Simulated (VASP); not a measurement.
# Fe (Fd-3m) in VASP: notebook, part 2 of 2

VASP 6.6.1. The steps go on from the part before.

## (6) Single point, revPBE, collinear spin, antiferromagnetic start (volume scaled by 0.92)

INCAR reads:

```
SYSTEM = Fe
PREC = Accurate
ENCUT = 600
EDIFF = 1E-6
ISMEAR = -1
SIGMA = 0.05
LREAL = .FALSE.
LASPH = .TRUE.
NELM = 200
ALGO = Normal
ISIF = 2
LWAVE = .FALSE.
LCHARG = .FALSE.
ISPIN = 2
MAGMOM = 2.5 -2.5
LORBIT = 11
LMAXMIX = 4
GGA = RE
NBANDS = 27
GGA_COMPAT = .FALSE.
```

KPOINTS reads:

```
regular mesh
0
G
  13 13 13
  0 0 0
```

POSCAR reads:

```
Fe
1.0
    0.0000000000      2.3842972798      2.3842972798
    2.3842972798      0.0000000000      2.3842972798
    2.3842972798      2.3842972798      0.0000000000
Fe
2
Direct
    0.1250000000      0.1250000000      0.1250000000
    0.8750000000      0.8750000000      0.8750000000
```

Potentials or basis: VASP PAW PBE potentials, release 64 (Fe_sv).

The run is started by

```console
$ cat potpaw_PBE.64/Fe_sv/POTCAR > POTCAR
$ mpirun -np 1 vasp_std > vasp.out
```

OUTCAR:

```text
SYSTEM = Fe
   PREC = Accurate
   ENCUT = 600
   EDIFF = 1E-6
   ISMEAR = -1
   LREAL = .FALSE.
   LASPH = .TRUE.
   NELM = 200
   ISIF = 2
   ISPIN = 2
   LORBIT = 11
   GGA = RE

 ion  position               nearest neighbor table
   1  0.125  0.125  0.125-   2 2.06   2 2.06   2 2.06   2 2.06
   2  0.875  0.875  0.875-   1 2.06   1 2.06   1 2.06   1 2.06

  LATTYP: Found a face centered cubic cell.
 ALAT       =     4.7685945596

  Lattice vectors:

 A1 = (   0.0000000000,   2.3842972798,   2.3842972798)
 A2 = (   2.3842972798,   0.0000000000,   2.3842972798)
 A3 = (   2.3842972798,   2.3842972798,   0.0000000000)

Analysis of symmetry for initial positions (statically):
=====================================================================
 Subroutine PRICEL returns:
 Original cell was already a primitive cell.

 Routine SETGRP: Setting up the symmetry group for a
 face centered cubic supercell.

 Subroutine GETGRP returns: Found 48 space group operations
 (whereof 12 operations were pure point group operations)
 out of a pool of 48 trial point group operations.

The static configuration has the point symmetry D_3d.
 The point group associated with its full space group is O_h .

Analysis of symmetry for dynamics (positions and initial velocities):
=====================================================================
 Subroutine PRICEL returns:
 Original cell was already a primitive cell.

 Routine SETGRP: Setting up the symmetry group for a
 face centered cubic supercell.

 Subroutine GETGRP returns: Found 48 space group operations
 (whereof 12 operations were pure point group operations)
 out of a pool of 48 trial point group operations.

The dynamic configuration has the point symmetry D_3d.
 The point group associated with its full space group is O_h .

Analysis of structural, dynamic, and magnetic symmetry:
=====================================================================
 Subroutine PRICEL returns:
 Original cell was already a primitive cell.

 Routine SETGRP: Setting up the symmetry group for a
 face centered cubic supercell.

 Subroutine GETGRP returns: Found 48 space group operations
 (whereof 12 operations were pure point group operations)
 out of a pool of 48 trial point group operations.

The overall configuration has the point symmetry D_3d.
 The point group associated with its full space group is O_h .

 Subroutine INISYM returns: Found 48 space group operations
 (whereof 12 operations are pure point group operations),
 and found     1 'primitive' translations

----------------------------------------------------------------------------------------

                                     Primitive cell

  volume of cell :      27.1089

  direct lattice vectors                    reciprocal lattice vectors
     0.000000000  2.384297280  2.384297280    -0.209705394  0.209705394  0.209705394
     2.384297280  0.000000000  2.384297280     0.209705394 -0.209705394  0.209705394
     2.384297280  2.384297280  0.000000000     0.209705394  0.209705394 -0.209705394

  length of vectors
     3.371905550  3.371905550  3.371905550     0.363220397  0.363220397  0.363220397

  position of ions in fractional coordinates (direct lattice)
     0.125000000  0.125000000  0.125000000
     0.875000000  0.875000000  0.875000000

  ion indices of the primitive-cell ions
   primitive index   ion index
                 1           1
[... 62 lines left out ...]
   NGXF,Y,Z  is equivalent  to a cutoff of  27.61, 27.61, 27.61 a.u.
 SYSTEM =  Fe
   PREC   = accura    normal or accurate (medium, high low for compatibility)
   ISTART =      0    job   : 0-new  1-cont  2-samecut
   ICHARG =      2    charge: 1-file 2-atom 10-const
   ISPIN  =      2    spin polarized calculation?
   LNONCOLLINEAR =      F non collinear calculations
   LSORBIT =      F    spin-orbit coupling
   LASPH  =      T    aspherical Exc in radial PAW
   ENCUT  =  600.0 eV  44.10 Ry    6.64 a.u.   6.73  6.73  6.73*2*pi/ulx,y,z
   NELM   =    200;   NELMIN=  2; NELMDL= -5     # of ELM steps
   EDIFF  = 0.1E-05   stopping-criterion for ELM
   LREAL  =      F    real-space projection
   EDIFFG = 0.1E-04   stopping-criterion for IOM
   NSW    =      0    number of steps for IOM
   IBRION =     -1    ionic relax: 0-MD 1-quasi-New 2-CG
   NFREE  =      0    steps in history (QN), initial steepest desc. (CG)
   ISIF   =      2    stress and relaxation
   ISYM   =      2    0-nonsym 1-usesym 2-fastsym
   POTIM  = 0.5000    time-step for ionic-motion
   TEBEG  =    0.0;   TEEND  =   0.0 temperature during run
   PSTRESS=    0.0 pullay stress
   NELECT =      32.0000    total number of electrons
   NUPDOWN=      -1.0000    fix difference up-down
   EMIN   =  10.00;   EMAX   =-10.00  energy-range for DOS
   EFERMI =   0.00;   METHOD = LEGACY
   ISMEAR =    -1;   SIGMA  =   0.05  broadening in eV -4-tet -1-fermi 0-gaus
   EFERMI_NEDOS =   21; number of points for ismear=-14 and -15
   IALGO  =     38    algorithm
   IMIX   =      4    mixing-type and parameters
     AMIX     =   0.40;   BMIX     =  1.00
     AMIX_MAG =   1.60;   BMIX_MAG =  1.00
  volume/ion in A,a.u.               =      13.55        91.47
  Fermi-wavevector in a.u.,A,eV,Ry     =   1.730166  3.269540 40.728688  2.993474
  Thomas-Fermi vector in A             =   2.804773
   LORBIT       =     11    0 simple, 1 ext, 2 COOP (PROOUT), +10 PAW based schemes
   GGA     = RE    functional components
   LHFCALC =     F    Hartree Fock is set to
   AEXX    =    0.0000 exact exchange contribution
   IVDW    =     0    specifies the selected vdW correction
   LEPSILON=     F    determine dielectric tensor
   LRPA    =     F    only Hartree local field effects (RPA)
 spin polarized calculation
  energy-cutoff  :      600.00
  volume of cell :       27.11
 maximum number of plane-waves:       926
   NGX = 13   NGY = 13   NGZ = 13

 number of electron      32.0000003 magnetization       0.0000000

 number of electron      32.0000003 magnetization      -0.0000000

 Free energy of the ion-electron system (eV)
  ---------------------------------------------------
  ext. energy  EPLUGINS =         0.00000000
  ---------------------------------------------------
  free energy    TOTEN  =       -13.21747082 eV

  energy without entropy =      -13.19889334  energy(sigma->0) =      -13.20818208

 E-fermi :   9.5143     XC(G=0): -12.2461

 val. band max:        9.4957187891   @ k =   0.3077   0.1538   0.0769
 cond. band min:       9.5203313293   @ k =   0.3846   0.0000   0.0000
 fundamental gap:      0.0246125402
 Fermi energy:         9.5143439862

 spin component 1

 k-point     1 :       0.0000    0.0000    0.0000
  band No.  band energies     occupation
      1     -77.8076      1.00000
      2     -77.3127      1.00000
      3     -43.9662      1.00000
      4     -43.9662      1.00000
      5     -43.9662      1.00000
      6     -43.2573      1.00000
[... 709 lines left out ...]
     26      28.4900      0.00000
     27      30.6361      0.00000

 [... further k-points ...]

 spin component 2

 k-point     1 :       0.0000    0.0000    0.0000
  band No.  band energies     occupation
      1     -77.8076      1.00000
      2     -77.3127      1.00000
      3     -43.9662      1.00000
      4     -43.9662      1.00000
      5     -43.9662      1.00000
      6     -43.2573      1.00000
[... 709 lines left out ...]
     26      28.4900      0.00000
     27      30.6361      0.00000

 [... further k-points ...]
[... 5 lines left out ...]
  --------------------------------------------------------------------------------------
  -------------------------------------------------------------------------------------
  Total        1.9786667      1.9786667      1.9786667     -0.0000000      0.0000000     -0.0000000
  in kB      116.9424028    116.9424028    116.9424028     -0.0000000      0.0000000     -0.0000000
  external PRESSURE =     116.9424028 kB  Pullay stress =       0.0000000 kB

 VOLUME and BASIS-vectors are now :
 -----------------------------------------------------------------------------
  energy-cutoff  :      600.00
  volume of cell :       27.11
      direct lattice vectors                 reciprocal lattice vectors
     0.000000000  2.384297280  2.384297280    -0.209705394  0.209705394  0.209705394
     2.384297280  0.000000000  2.384297280     0.209705394 -0.209705394  0.209705394
     2.384297280  2.384297280  0.000000000     0.209705394  0.209705394 -0.209705394

 POSITION                                       TOTAL-FORCE (eV/Angst)
 -----------------------------------------------------------------------------------
      0.59607      0.59607      0.59607         0.000000      0.000000      0.000000
      4.17252      4.17252      4.17252        -0.000000     -0.000000     -0.000000
 -----------------------------------------------------------------------------------
    total drift:                                0.000000      0.000000     -0.000000

  FREE ENERGIE OF THE ION-ELECTRON SYSTEM (eV)
  ---------------------------------------------------
  free  energy   TOTEN  =       -13.2174708192 eV

  energy  without entropy=      -13.1988933434  energy(sigma->0) =      -13.20818208

 total charge

# of ion       s       p       d       tot
------------------------------------------
    1        2.247   6.026   5.692  13.965
    2        2.247   6.026   5.692  13.965
--------------------------------------------------
tot          4.495  12.053  11.383  27.931

 magnetization (x)

# of ion       s       p       d       tot
------------------------------------------
    1       -0.000   0.000   0.000   0.000
    2        0.000  -0.000  -0.000  -0.000
--------------------------------------------------
tot          0.000   0.000   0.000   0.000
```

OSZICAR:

```text
N       E                     dE             d eps       ncg     rms          rms(c)
DAV:   1     0.730267495741E+03    0.73027E+03   -0.20710E+04  9083   0.208E+03
DAV:   2     0.379180979368E+02   -0.69235E+03   -0.66340E+03  9078   0.696E+02
DAV:   3    -0.119281346007E+02   -0.49846E+02   -0.48573E+02  9816   0.239E+02
DAV:   4    -0.135735945304E+02   -0.16455E+01   -0.16444E+01 10819   0.543E+01
DAV:   5    -0.136445430071E+02   -0.70948E-01   -0.70946E-01 10626   0.108E+01    0.175E+01
DAV:   6    -0.132122286491E+02    0.43231E+00   -0.67707E+00 10208   0.532E+01    0.941E+00
DAV:   7    -0.131063313828E+02    0.10590E+00   -0.12613E+00 10374   0.227E+01    0.333E+00
DAV:   8    -0.131813235641E+02   -0.74992E-01   -0.70849E-02 14497   0.565E+00    0.183E+00
DAV:   9    -0.132137385212E+02   -0.32415E-01   -0.54725E-02 17333   0.636E+00    0.699E-01
DAV:  10    -0.132172563090E+02   -0.35178E-02   -0.18899E-02 15563   0.247E+00    0.866E-02
DAV:  11    -0.132174763562E+02   -0.22005E-03   -0.25857E-03  9735   0.640E-01    0.392E-02
DAV:  12    -0.132174708215E+02    0.55347E-05   -0.42956E-05 11693   0.137E-01    0.238E-02
DAV:  13    -0.132174708192E+02    0.23210E-08   -0.60979E-06  9899   0.576E-02
   1 F= -.13217471E+02 E0= -.13208182E+02  d E =-.185775E-01  mag=     0.0000
```

stdout:

```text
POSCAR found type information on POSCAR Fe
 POSCAR found :  1 types and       2 ions
 scaLAPACK will be used
 -----------------------------------------------------------------------------
|                                                                             |
|                                                                             |
|     You enforced a specific xc type in the INCAR file but a different       |
|     I HOPE YOU KNOW WHAT YOU ARE DOING!                                     |
|                                                                             |
 -----------------------------------------------------------------------------

 LDA part: xc-table for (Slater+PW92), standard interpolation
 POSCAR, INCAR and KPOINTS ok, starting setup
 FFT: planning ... GRIDC
 FFT: planning ... GRID_SOFT
 FFT: planning ... GRID
 WAVECAR not read
 entering main loop
```

Run time: 2.4 min. Hardware: 1 thread of Intel Xeon Platinum 8375C at 2.90GHz (Ice Lake), shared host; peak memory 0.24 GiB.

Results:

| Property | Result |
| --- | --- |
| Free energy | -13.2175 eV |
| Pressure | 11.7 GPa |
| Band gap on the k mesh | zero (filled and empty bands overlap) |
| Net moment | 0.00 μB per cell |
| Valence electrons inside the program's atomic spheres | Fe 13.96 |

Caveat: the starting moments collapsed, and a magnetic state may lie lower; the PAW data sets were made with another functional, which shifts forces and pressure a little.

## (7) The runs side by side

```csv
task,cell,k mesh,cutoff (eV),gap on the mesh (eV),pressure (GPa)
single point,"a = 3.602 Å, angles 60.0°, 2 atoms",13 × 13 × 13,520,none,-13.3
single point,"a = 3.469 Å, angles 60.0°, 2 atoms",18 × 18 × 18,520,none,-1.3
single point,"a = 3.469 Å, angles 60.0°, 2 atoms",11 × 11 × 11,600,none,-1.4
relaxation of cell and atoms,"relaxed from a = 3.556 Å, angles 60.0°, 2 atoms",11 × 11 × 11,600,none,-0.1
```

Alike in all rows: level revPBE; potentials or basis VASP PAW PBE potentials, release 64 (Fe); no spin polarisation; smearing fermi-dirac 0.1 eV.

Caveats: the PAW data sets were made with another functional, which shifts forces and pressure a little; the run has no spin polarisation, though such a crystal can be magnetic.

Absolute energies hang on the potentials; compare differences alone.
